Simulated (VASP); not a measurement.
Ti, 2 atoms in the cell. Symmetry: P6_3/mmc, No. 194, hexagonal system. Conventional cell: a = 2.930 Å, b = 2.930 Å, c = 4.649 Å, α = 90.00°, β = 90.00°, γ = 120.00°. Ti (site symmetry -6m2) has 12 Ti at 2.87 to 2.93 Å within 3.8 Å. 

| Quantity | Value |
| --- | --- |
| Program | VASP 6.6.1 |
| Task | single point |
| Functional | revPBE |
| Dispersion | D3(BJ) |
| Potentials or basis | VASP PAW PBE potentials, release 64 (Ti_sv) |
| Cutoff | 520 eV |
| k mesh | 10 × 10 × 6 |
| Occupations | fermi-dirac, width 0.05 eV |
| Spin | no spin polarisation |
| Dipole correction | no |
| Further INCAR settings | ALGO = Fast; EDIFF = 1e-06; NBANDS = 19 |

Potentials or basis: VASP PAW PBE potentials, release 64 (Ti_sv).

Run with:

```console
$ cat potpaw_PBE.64/Ti_sv/POTCAR > POTCAR
$ mpirun -np 1 vasp_std > vasp.out
```

Hardware: 1 thread of Intel(R) Xeon(R) 6975P-C (Granite Rapids) (shared host).

Question: Estimate the wall time of this run.

Answer: It took 56 s on 1 thread of Intel(R) Xeon(R) 6975P-C (Granite Rapids), with other jobs on the host, peak memory 0.17 GiB. Counts: scf iterations 36, k points 56.
